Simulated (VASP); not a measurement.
Crystal: LuSb.

```xyz
2
Lattice="0.0000 3.0393 3.0393 3.0393 0.0000 3.0393 3.0393 3.0393 0.0000" Properties=species:S:1:pos:R:3 pbc="T T T"
Lu    0.0000    0.0000    0.0000
Sb    3.0393    3.0393    3.0393
```

```yaml
Program: VASP 6.6.1
Task: relaxation of cell and atoms
Functional: LDA
Potentials_or_basis: VASP PAW PBE potentials, release 64 (Lu, Sb_d_GW)
Cutoff: 500 eV
k_mesh: 8 × 8 × 8
Occupations: fermi-dirac, width 0.1 eV
Spin: no spin polarisation
```

At the start: pressure -4.5 GPa; volume 28.08 Å³/atom.

Problem. How do energy, volume and symmetry change on relaxing?

Solution. Over 3 steps the energy falls by 28.6 meV/atom and the volume is 26.16 Å³/atom (-6.8 %); space group Fm-3m (No. 225, to 0.1 Å) before and after.

The path:
```tsv
step	energy change (eV)	largest force (eV/Å)	pressure (GPa)	volume (Å³)
1	0.0000	0.0000	-4.48	56.15
2	-0.0325	0.0000	3.60	50.01
3	-0.0572	0.0000	0.02	52.31
```

Final structure:
```
Lu Sb
1.0
     0.00000    2.96845    2.96845
     2.96845    0.00000    2.96845
     2.96845    2.96845    0.00000
Lu Sb
1 1
Direct
  0.00000 0.00000 0.00000
  0.50000 0.50000 0.50000
```

Caveat: the PAW data sets were made with another functional, which shifts forces and pressure a little.
